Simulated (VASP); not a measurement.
Set up this calculation in VASP 6.6.1, as the native input.

| Item | Value |
| --- | --- |
| Task | electric field gradients |
| Functional | LDA |
| Potentials or basis | VASP PAW LDA potentials, release 64 (In_d, Sb) |
| Cutoff | 400 eV |
| k mesh | 5 × 5 × 5 |
| Occupations | fermi-dirac, width 0.05 eV |
| Spin | no spin polarisation |
| Dipole correction | no |
| Further INCAR settings | ALGO = Normal; EDIFF = 1e-08; NBANDS = 86 |

The structure of InSb lies in POSCAR:

```
InSb
1.0
    0.0000000000      6.4782000000      6.4782000000
    6.4782000000      0.0000000000      6.4782000000
    6.4782000000      6.4782000000      0.0000000000
In Sb
8 8
Direct
    0.0000000000      0.0000000000      0.0000000000
    0.0000000000      0.0000000000      0.5000000000
    0.0000000000      0.5000000000      0.0000000000
    0.0000000000      0.5000000000      0.5000000000
    0.5000000000      0.0000000000      0.0000000000
    0.5000000000      0.0000000000      0.5000000000
    0.5000000000      0.5000000000      0.0000000000
    0.5000000000      0.5000000000      0.5000000000
    0.1250000000      0.1250000000      0.1250000000
    0.1250000000      0.1250000000      0.6250000000
    0.1250000000      0.6250000000      0.1250000000
    0.1250000000      0.6250000000      0.6250000000
    0.6250000000      0.1250000000      0.1250000000
    0.6250000000      0.1250000000      0.6250000000
    0.6250000000      0.6250000000      0.1250000000
    0.6250000000      0.6250000000      0.6250000000
```

One way to write it, as run:

INCAR

```
ALGO = Normal ; EDIFF = 1E-8
ENCUT = 400 ; GGA = CA
GGA_COMPAT = False ; ISIF = 2
ISMEAR = -1 ; LASPH = True
LCHARG = False ; LEFG = True
LREAL = False ; LWAVE = False
NBANDS = 86 ; NELM = 120
PREC = Accurate ; SIGMA = 0.05
```

KPOINTS

```
k-points
0
Gamma
  5 5 5
```

Potentials or basis: VASP PAW LDA potentials, release 64 (In_d, Sb).

The run is started by

```sh
$ cat potpaw_LDA.64/In_d/POTCAR potpaw_LDA.64/Sb/POTCAR > POTCAR
$ mpirun -np 1 vasp_std > vasp.out
```

Results of the run:

```
Pressure                                : -0.5 GPa
Band gap on the k mesh                  : zero (filled and empty bands touch)
Largest electric field gradient by atom : zero within the noise of the run
```

Caveat: semilocal functionals underestimate gaps, so a narrow gap can read as zero; spin-orbit coupling is left out, which moves the levels of the heavy elements.

It took 5.6 min on 1 thread of Intel(R) Xeon(R) Platinum 8488C (Sapphire Rapids), on a shared host, peak memory 0.49 GiB.
